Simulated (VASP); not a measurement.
## ZrO2: single point with r2SCAN

Crystal: ZrO2.

```xyz
3
Lattice="0.0000 2.5350 2.5350 2.5350 0.0000 2.5350 2.5350 2.5350 0.0000" Properties=species:S:1:pos:R:3 pbc="T T T"
Zr    0.0000    0.0000    0.0000
O     1.2675    1.2675    1.2675
O     3.8025    3.8025    3.8025
```

```json
{
 "Program": "VASP 6.6.1",
 "Task": "single point",
 "Functional": "r2SCAN",
 "Potentials or basis": "VASP PAW PBE potentials, release 64 (Zr_sv, O)",
 "Cutoff": "520 eV",
 "k mesh": "8 × 8 × 8",
 "Occupations": "gaussian, width 0.05 eV",
 "Spin": "no spin polarisation",
 "Dipole correction": "no",
 "Further INCAR settings": "ALGO = Normal; EDIFF = 1e-06; NBANDS = 19"
}
```

* Pressure: 3.4 GPa
* Band gap on the k mesh: 3.91 eV, indirect (least direct gap 4.32 eV)

Levels at points of the mesh, in eV from the valence-band top:
| k point | band 10 | band 11 | band 12 | band 13 | band 14 | band 15 |
| --- | --- | --- | --- | --- | --- | --- |
| (0.00, 0.00, 0.00) | -0.55 | -0.55 | -0.55 | 3.91 | 3.91 | 7.27 |
| (0.50, 0.00, 0.00) | -2.51 | -1.69 | -1.69 | 4.54 | 4.54 | 6.73 |
| (0.50, 0.50, 0.00) | -1.54 | -1.54 | 0.00 | 4.32 | 5.32 | 6.49 |

Wall time 66 s on 1 thread of Intel(R) Xeon(R) Platinum 8259CL CPU @ 2.50GHz (Skylake/Cascade Lake) (shared host), peak memory 0.17 GiB.

Caveat: the PAW data sets were made with another functional, which shifts forces and pressure a little. A k mesh can miss the band edges.
